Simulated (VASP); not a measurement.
Input of a VASP 6.6.1 run:

File INCAR:

```
PREC = Accurate
ENCUT = 520
EDIFF = 1E-6
ISMEAR = 0
SIGMA = 0.1
LREAL = F
LASPH = T
NELM = 60
ALGO = Normal
ISIF = 2
LWAVE = F
LCHARG = T
GGA = PE
LELF = T
LVHAR = T
NBANDS = 26
```

KPOINTS

```
regular mesh
0
Gamma
  4 4 4
```

POSCAR

```
NaH
1.0
    2.4157897303      2.4157897303      0.0000000000
    2.4157897303     -2.4157897303      4.8315794606
    2.4157897303     -2.4157897303     -4.8315794606
Na H
4 4
Direct
    0.0000000000      0.2500000000      0.7500000000
    0.5000000000      0.7500000000      0.7500000000
    0.5000000000      0.2500000000      0.2500000000
    0.0000000000      0.7500000000      0.2500000000
    0.0000000000      0.0000000000      0.0000000000
    0.5000000000      0.5000000000      0.0000000000
    0.5000000000      1.0000000000      0.5000000000
    0.0000000000      0.5000000000      0.5000000000
```

Potentials or basis: VASP PAW PBE potentials, release 64 (Na_pv, H).

Run with:

```console
$ cat potpaw_PBE.64/Na_pv/POTCAR potpaw_PBE.64/H/POTCAR > POTCAR
$ mpirun -np 1 vasp_std > vasp.out
```

Predict the band gap on the k mesh.

3.76 eV.

Predict the pressure.

0.0 GPa.

Caveat: the k points lie up to 0.46 Å⁻¹ apart. As with any semilocal functional, this PBE gap is likely too small.
